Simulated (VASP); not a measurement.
# Ti (R-3m) in VASP: further runs, part 3 of 3

VASP 6.6.1.

**5. Electric field gradients, PBEsol (equal xy, yz and zx shear strains of +1 %)**

INCAR

```
SYSTEM = Ti
  PREC = Accurate
  ENCUT = 520
  EDIFF = 1E-8
  ISMEAR = -1
  SIGMA = 0.05
  LREAL = .False.
  LASPH = .True.
  NELM = 100
  ALGO = Normal
  ISIF = 2
  LWAVE = .False.
  LCHARG = .False.
  GGA = PS
  LEFG = .True.
  NBANDS = 12
```

KPOINTS

```
regular mesh
0
Gamma
  14 14 14
  0 0 0
```

POSCAR

```
Ti
1.0
   -1.6245900000      1.6410000000      1.6410000000
    1.6410000000     -1.6245900000      1.6410000000
    1.6410000000      1.6410000000     -1.6245900000
Ti
1
Direct
    0.0000000000      0.0000000000      0.0000000000
```

Potentials or basis: VASP PAW PBE potentials, release 64 (Ti_sv).

On the command line:

```console
cat potpaw_PBE.64/Ti_sv/POTCAR > POTCAR
mpirun -np 1 vasp_std > vasp.out
```

OUTCAR:

```text
SYSTEM = Ti
   PREC = Accurate
   ENCUT = 520
   EDIFF = 1E-8
   ISMEAR = -1
   LREAL = .False.
   LASPH = .True.
   NELM = 100
   ISIF = 2
   GGA = PS

 ion  position               nearest neighbor table
   1  0.000  0.000  0.000-

  LATTYP: Found a trigonal (rhomboedric) cell.
 ALAT       =     2.8328527438
 COS(alpha) =    -0.3288480252

  Lattice vectors:

 A1 = (  -1.6245900000,   1.6410000000,   1.6410000000)
 A2 = (   1.6410000000,  -1.6245900000,   1.6410000000)
 A3 = (   1.6410000000,   1.6410000000,  -1.6245900000)

Analysis of symmetry for initial positions (statically):
=====================================================================
 Subroutine PRICEL returns:
 Original cell was already a primitive cell.

 Routine SETGRP: Setting up the symmetry group for a
 trigonal (rhombohedral) supercell.

 Subroutine GETGRP returns: Found 12 space group operations
 (whereof 12 operations were pure point group operations)
 out of a pool of 12 trial point group operations.

The static configuration has the point symmetry D_3d.

Analysis of symmetry for dynamics (positions and initial velocities):
=====================================================================
 Subroutine PRICEL returns:
 Original cell was already a primitive cell.

 Routine SETGRP: Setting up the symmetry group for a
 trigonal (rhombohedral) supercell.

 Subroutine GETGRP returns: Found 12 space group operations
 (whereof 12 operations were pure point group operations)
 out of a pool of 12 trial point group operations.

The dynamic configuration has the point symmetry D_3d.

 Subroutine INISYM returns: Found 12 space group operations
 (whereof 12 operations are pure point group operations),
 and found     1 'primitive' translations

----------------------------------------------------------------------------------------

                                     Primitive cell

  volume of cell :      17.6747

  direct lattice vectors                    reciprocal lattice vectors
    -1.624590000  1.641000000  1.641000000    -0.003031915  0.303191463  0.303191463
     1.641000000 -1.624590000  1.641000000     0.303191463 -0.003031915  0.303191463
     1.641000000  1.641000000 -1.624590000     0.303191463  0.303191463 -0.003031915

  length of vectors
     2.832852744  2.832852744  2.832852744     0.428788198  0.428788198  0.428788198

  position of ions in fractional coordinates (direct lattice)
     0.000000000  0.000000000  0.000000000

  ion indices of the primitive-cell ions
   primitive index   ion index
                 1           1

----------------------------------------------------------------------------------------

 KPOINTS: regular mesh

Automatic generation of k-mesh.
 Grid dimensions read from file:
 generate k-points for:   14   14   14

 Generating k-lattice:

[... 67 lines left out ...]
   ISIF   =      2    stress and relaxation
   ISYM   =      2    0-nonsym 1-usesym 2-fastsym
   POTIM  = 0.5000    time-step for ionic-motion
   TEBEG  =    0.0;   TEEND  =   0.0 temperature during run
   PSTRESS=    0.0 pullay stress
   NELECT =      12.0000    total number of electrons
   NUPDOWN=      -1.0000    fix difference up-down
   EMIN   =  10.00;   EMAX   =-10.00  energy-range for DOS
   EFERMI =   0.00;   METHOD = LEGACY
   ISMEAR =    -1;   SIGMA  =   0.05  broadening in eV -4-tet -1-fermi 0-gaus
   EFERMI_NEDOS =   21; number of points for ismear=-14 and -15
   IALGO  =     38    algorithm
   IMIX   =      4    mixing-type and parameters
     AMIX     =   0.40;   BMIX     =  1.00
     AMIX_MAG =   1.60;   BMIX_MAG =  1.00
  volume/ion in A,a.u.               =      17.67       119.28
  Fermi-wavevector in a.u.,A,eV,Ry     =   1.438857  2.719045 28.168252  2.070308
  Thomas-Fermi vector in A             =   2.557777
   LORBIT       =      0    0 simple, 1 ext, 2 COOP (PROOUT), +10 PAW based schemes
   GGA     = PS    functional components
   LHFCALC =     F    Hartree Fock is set to
   AEXX    =    0.0000 exact exchange contribution
   IVDW    =     0    specifies the selected vdW correction
   LEPSILON=     F    determine dielectric tensor
   LRPA    =     F    only Hartree local field effects (RPA)
 non-spin polarized calculation
  energy-cutoff  :      520.00
  volume of cell :       17.67
 maximum number of plane-waves:       490
 NGX is ok and might be reduce to    24
   NGX = 11   NGY = 11   NGZ = 11

 number of electron      12.0000001 magnetization

 Free energy of the ion-electron system (eV)
  ---------------------------------------------------
  ext. energy  EPLUGINS =         0.00000000
  ---------------------------------------------------
  free energy    TOTEN  =        -8.21727616 eV

  energy without entropy =       -8.19662536  energy(sigma->0) =       -8.20695076

 E-fermi :   7.7686     XC(G=0): -11.5487

 val. band max:        7.7646469179   @ k =  -0.2143   0.2857   0.2143
 cond. band min:       7.7718970342   @ k =  -0.3571   0.2143   0.1429
 fundamental gap:      0.0072501163
 Fermi energy:         7.7685701602

 k-point     1 :       0.0000    0.0000    0.0000
  band No.  band energies     occupation
      1     -48.5563      2.00000
      2     -24.5392      2.00000
      3     -24.5198      2.00000
      4     -24.5198      2.00000
      5       1.8636      2.00000
      6       8.6930      0.00000
      7       8.6930      0.00000
      8       8.8416      0.00000
      9      10.4813      0.00000
     10      10.4813      0.00000
     11      24.9743      0.00000
     12      24.9743      0.00000
[... 331 lines left out ...]
 k-point    24 :       0.2857    0.1429   -0.0000
  band No.  band energies     occupation
      1     -48.4512      2.00000
      2     -25.0292      2.00000
      3     -24.7185      2.00000
      4     -24.5642      2.00000
      5       5.2853      2.00000
      6       7.5298      1.98326
      7       7.8158      0.55980
      8      10.2480      0.00000
      9      10.8674      0.00000
     10      11.7108      0.00000
     11      18.5220      0.00000
     12      20.8558      0.00000

 [... further k-points ...]
[... 5 lines left out ...]
  --------------------------------------------------------------------------------------
  -------------------------------------------------------------------------------------
  Total       -0.7540428     -0.7540428     -0.7540428     -0.0414761     -0.0414761     -0.0414761
  in kB      -68.3523308    -68.3523308    -68.3523308     -3.7597209     -3.7597209     -3.7597209
  external PRESSURE =     -68.3523308 kB  Pullay stress =       0.0000000 kB

 VOLUME and BASIS-vectors are now :
 -----------------------------------------------------------------------------
  energy-cutoff  :      520.00
  volume of cell :       17.67
      direct lattice vectors                 reciprocal lattice vectors
    -1.624590000  1.641000000  1.641000000    -0.003031915  0.303191463  0.303191463
     1.641000000 -1.624590000  1.641000000     0.303191463 -0.003031915  0.303191463
     1.641000000  1.641000000 -1.624590000     0.303191463  0.303191463 -0.003031915

 POSITION                                       TOTAL-FORCE (eV/Angst)
 -----------------------------------------------------------------------------------
      0.00000      0.00000      0.00000        -0.000000      0.000000      0.000000
 -----------------------------------------------------------------------------------
    total drift:                               -0.000000      0.000000      0.000000

  FREE ENERGIE OF THE ION-ELECTRON SYSTEM (eV)
  ---------------------------------------------------
  free  energy   TOTEN  =        -8.2172761584 eV

  energy  without entropy=       -8.1966253629  energy(sigma->0) =       -8.20695076

 Electric field gradients (V/A^2)
---------------------------------------------------------------------
 ion       V_xx      V_yy      V_zz      V_xy      V_xz      V_yz
---------------------------------------------------------------------
   1      -0.000    -0.000    -0.000    -2.157    -2.157    -2.157
---------------------------------------------------------------------

 Electric field gradients after diagonalization (V/A^2)
 (convention: |V_zz| > |V_xx| > |V_yy|)
----------------------------------------------------------------------
 ion       V_xx      V_yy      V_zz     asymmetry (V_yy - V_xx)/ V_zz
----------------------------------------------------------------------
   1       2.157     2.157    -4.313       0.000
----------------------------------------------------------------------

           NMR quadrupolar parameters

 Cq : quadrupolar parameter    Cq=e*Q*V_zz/h
 eta: asymmetry parameters     (V_yy - V_xx)/ V_zz
 Q  : nuclear electric quadrupole moment in mb (millibarn)
----------------------------------------------------------------------
 ion       Cq(MHz)       eta       Q (mb)
----------------------------------------------------------------------
   1      -0.010       0.000       1.000
----------------------------------------------------------------------
```

OSZICAR:

```text
N       E                     dE             d eps       ncg     rms          rms(c)
DAV:   1     0.858207335548E+02    0.85821E+02   -0.65102E+03  6924   0.120E+03
DAV:   2    -0.511249793325E+01   -0.90933E+02   -0.88579E+02  7056   0.296E+02
DAV:   3    -0.934149877432E+01   -0.42290E+01   -0.41775E+01  9640   0.645E+01
DAV:   4    -0.943120248986E+01   -0.89704E-01   -0.89590E-01  7676   0.838E+00
DAV:   5    -0.943338450336E+01   -0.21820E-02   -0.21819E-02  8156   0.116E+00    0.853E+00
DAV:   6    -0.821468626336E+01    0.12187E+01   -0.29590E+00  7468   0.238E+01    0.201E+00
DAV:   7    -0.820924576415E+01    0.54405E-02   -0.74452E-02  8128   0.274E+00    0.123E+00
DAV:   8    -0.821684809380E+01   -0.76023E-02   -0.35464E-02  7264   0.221E+00    0.105E-01
DAV:   9    -0.821724211840E+01   -0.39402E-03   -0.20202E-03  8400   0.442E-01    0.708E-02
DAV:  10    -0.821728878135E+01   -0.46663E-04   -0.28134E-04  7252   0.176E-01    0.169E-02
DAV:  11    -0.821727620645E+01    0.12575E-04   -0.33209E-05  7792   0.863E-02    0.104E-02
DAV:  12    -0.821727597385E+01    0.23261E-06   -0.14771E-06  7596   0.142E-02    0.251E-03
DAV:  13    -0.821727627023E+01   -0.29638E-06   -0.50751E-07  8884   0.648E-03    0.189E-03
DAV:  14    -0.821727620649E+01    0.63733E-07   -0.38387E-08  7064   0.227E-03    0.859E-04
DAV:  15    -0.821727615785E+01    0.48640E-07   -0.13244E-08  5796   0.150E-03    0.510E-05
DAV:  16    -0.821727615838E+01   -0.52432E-09   -0.57908E-10  3596   0.250E-04
   1 F= -.82172762E+01 E0= -.82069508E+01  d E =-.206508E-01
```

stdout:

```text
POSCAR found type information on POSCAR Ti
 POSCAR found :  1 types and       1 ions
 scaLAPACK will be used
 -----------------------------------------------------------------------------
|                                                                             |
|                                                                             |
|     You enforced a specific xc type in the INCAR file but a different       |
|     I HOPE YOU KNOW WHAT YOU ARE DOING!                                     |
|                                                                             |
 -----------------------------------------------------------------------------

 LDA part: xc-table for (Slater+PW92), standard interpolation
 POSCAR, INCAR and KPOINTS ok, starting setup
 FFT: planning ... GRIDC
 FFT: planning ... GRID_SOFT
 FFT: planning ... GRID
 WAVECAR not read
 entering main loop
ion   1
```

Run time: 1.8 min. Hardware: 1 thread of Intel Xeon 6975P-C, shared host; peak memory 0.18 GiB.

Results:

| Property | Result |
| --- | --- |
| Free energy | -8.2173 eV |
| Pressure | -6.8 GPa |
| Band gap on the k mesh | zero (band 6 reaches 8.69 eV, above the bottom of band 7 at 7.14 eV) |

Stress tensor (GPa, compression positive):
```
-6.84 -0.38 -0.38
-0.38 -6.84 -0.38
-0.38 -0.38 -6.84
```

Electric field gradients, principal values (V/Å²):
| atom | least | middle | greatest (by size) |
| --- | --- | --- | --- |
| 1 Ti | 2.157 | 2.157 | -4.313 |

Caveat: the cell differs from its parent crystal (equal xy, yz and zx shear strains of +1 %); without QUAD_EFG the Cq values of the log hold for a quadrupole moment of 1 mb, not for the nuclei; the PAW data sets were made with another functional, which shifts forces and pressure a little.

**6. The runs side by side**

```tsv
cell	gap on the mesh (eV)	pressure (GPa)
a = 2.823 Å, angles 108.9°, 1 atom	none	-6.8
a = 2.861 Å, angles 110.0°, 1 atom	none	-6.8
a = 2.833 Å, angles 109.2°, 1 atom	none	-6.8
```

Alike in all rows: task electric field gradients; level PBEsol; potentials or basis VASP PAW PBE potentials, release 64 (Ti_sv); no spin polarisation; k mesh 14 × 14 × 14; cutoff (eV) 520; smearing fermi-dirac 0.05 eV.

Caveats: the PAW data sets were made with another functional, which shifts forces and pressure a little.

Total energies depend on the potentials used, so only differences within one code and one set of settings carry meaning.
